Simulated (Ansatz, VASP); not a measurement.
## Rh: VASP beside Ansatz

```
Rh
1.0
     0.00000    2.64786    2.64786
     2.64786    0.00000    2.64786
     2.64786    2.64786    0.00000
Rh
2
Direct
  0.12500 0.12500 0.12500
  0.87500 0.87500 0.87500
```

Alike in both runs: task relaxation of cell and atoms; functional PBE; k mesh 10 × 10 × 10; occupations fermi-dirac, width 0.1 eV; no spin polarisation.

|  | VASP | Ansatz |
| --- | --- | --- |
| version | VASP 6.6.1 | Ansatz 0.2.0 |
| potentials or method | VASP PAW PBE potentials, release 64 (Rh_pv), cutoff 600 eV | plane waves (420 eV) with PAW, scalar-relativistic |
| valence electrons in the cell | 30 | 34 |

```tsv
	VASP	Ansatz	Ansatz less VASP
relaxed volume (Å³/atom)	21.00	20.99	-0.005
relaxed cell length with the largest relative difference (Å)	3.901	3.901	-0.0003
```

VASP's potentials hold 30 valence electrons a cell and Ansatz's 34, so a difference there can come from the potentials and not from the codes.
